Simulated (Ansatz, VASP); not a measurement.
Hf: VASP beside Ansatz

File INCAR:

```
  PREC = Accurate
  ENCUT = 520
  EDIFF = 1E-7
  ISMEAR = -1
  SIGMA = 0.08
  LREAL = False
  LASPH = True
  NELM = 80
  ALGO = Normal
  ISIF = 2
  LWAVE = False
  LCHARG = True
  GGA = PS
  LELF = True
  LVHAR = True
  NBANDS = 11
```

KPOINTS

```
regular mesh
0
Gamma
  16 16 16
```

POSCAR

```
Hf
1.0
   -1.7689000000      1.8050000000      1.8050000000
    1.8050000000     -1.7689000000      1.8050000000
    1.8050000000      1.8050000000     -1.7689000000
Hf
1
Direct
    0.0000000000      0.0000000000      0.0000000000
```

Input for Ansatz:

```yaml
crystal:
  lattice:
    - [-1.7689, 1.805, 1.805]
    - [1.805, -1.7689, 1.805]
    - [1.805, 1.805, -1.7689]
  atoms:
    - { symbol: Hf, position: [0.0, 0.0, 0.0] }
kpoints:
  mp_grid: { grid: [16, 16, 16] }
  band_path:
    path:
      - [0.0, 0.0, 0.0]
      - [0.0, 0.0, 0.5]
      - [-0.5, 0.5, 0.5]
      - [-0.7448729721, 0.2551270279, 0.2551270279]
      - [0.2551270279, 0.2551270279, 0.2551270279]
      - [0.0, 0.0, 0.0]
      - [-0.5, 0.0, 0.5]
    npoints: 5
scf:
  occupations: { method: fermi_dirac, width: 0.08 }
hamiltonian:
  xc: pbesol
  pseudopotentials: { kind: all_electron, lapw: { basis_error: 0.001 } }
output:
  forces: true
  stress: true
  eigenvalues: true
```

Change from the starting cell: equal xy, yz and zx shear strains of +2 %.

Alike in both runs: task single point; functional PBEsol; k mesh 16 × 16 × 16; occupations fermi-dirac, width 0.08 eV; no spin polarisation.

```csv
,VASP,Ansatz
version,VASP 6.6.1,Ansatz 0.2.0
potentials or method,"VASP PAW PBE potentials, release 64 (Hf_pv), cutoff 520 eV","all-electron LAPW, scalar-relativistic"
```

|  | VASP | Ansatz | Ansatz less VASP |
| --- | --- | --- | --- |
| pressure (GPa) | -9.2 | -8.8 | +0.33 |
| traceless stress, the component that is largest in VASP (GPa) | -0.90 | -0.91 | -0.008 |

VASP's potentials were made for PBE, not for PBEsol. Ansatz ran all-electron here, and VASP with PAW potentials.

Neither program's run includes spin-orbit coupling.
